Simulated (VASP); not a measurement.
Here is a VASP 6.6.1 calculation.

Contents of INCAR:

```
SYSTEM = Mo
PREC = Accurate
ENCUT = 520
EDIFF = 1E-6
ISMEAR = -1
SIGMA = 0.1
LREAL = .False.
LASPH = .True.
NELM = 150
ALGO = Normal
ISIF = 2
LWAVE = .False.
LCHARG = .False.
MAGMOM = 0 0 0
LORBIT = 11
LSORBIT = .True.
GGA_COMPAT = .False.
LORBMOM = .True.
LMAXMIX = 4
GGA = CA
NBANDS = 25
```

File KPOINTS:

```
regular mesh
0
Gamma
  14 14 14
  0 0 0
```

Contents of POSCAR:

```
Mo
1.0
    0.0000000000      1.9679579650      1.9679579650
    1.9679579650      0.0000000000      1.9679579650
    1.9679579650      1.9679579650      0.0000000000
Mo
1
Direct
    0.0000000000      0.0000000000      0.0000000000
```

Potentials or basis: VASP PAW LDA potentials, release 64 (Mo_sv).

Launch:

```sh
$ cat potpaw_LDA.64/Mo_sv/POTCAR > POTCAR
$ mpirun -np 1 vasp_ncl > vasp.out
```

(1) Estimate the net moment.

(2) What does it give for the pressure?

Results:

(1) 0.00 μB per cell.

(2) 1.2 GPa.
